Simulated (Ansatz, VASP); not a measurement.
# Two plane-wave programs on NaI

```
CELL_PARAMETERS angstrom
0.00000 3.26454 3.26454
3.26454 0.00000 3.26454
3.26454 3.26454 0.00000
ATOMIC_POSITIONS crystal
Na 0.00000 0.00000 0.00000
I 0.50000 0.50000 0.50000
```

Alike in both runs: task single point; functional PBE; k mesh 10 × 10 × 10; occupations gaussian, width 0.05 eV; no spin polarisation.

|  | VASP | Ansatz |
| --- | --- | --- |
| version | VASP 6.6.1 | Ansatz 0.2.0 |
| potentials or method | VASP PAW PBE potentials, release 64 (Na_pv, I), cutoff 500 eV | scalar-relativistic, plane waves, PAW |
| valence electrons in the cell | 14 | 26 |

|  | VASP | Ansatz | Ansatz less VASP |
| --- | --- | --- | --- |
| gap on the k mesh at the Fermi level (eV) | 3.57 | 3.58 | +0.004 |
| least direct gap on the mesh (eV) | 3.57 | 3.58 | +0.004 |
| pressure (GPa) | 0.0 | 0.0 | 0.00 |

VASP's potentials hold 14 valence electrons a cell and Ansatz's 26, so a difference there can come from the potentials and not from the codes.

Neither program's run includes spin-orbit coupling.
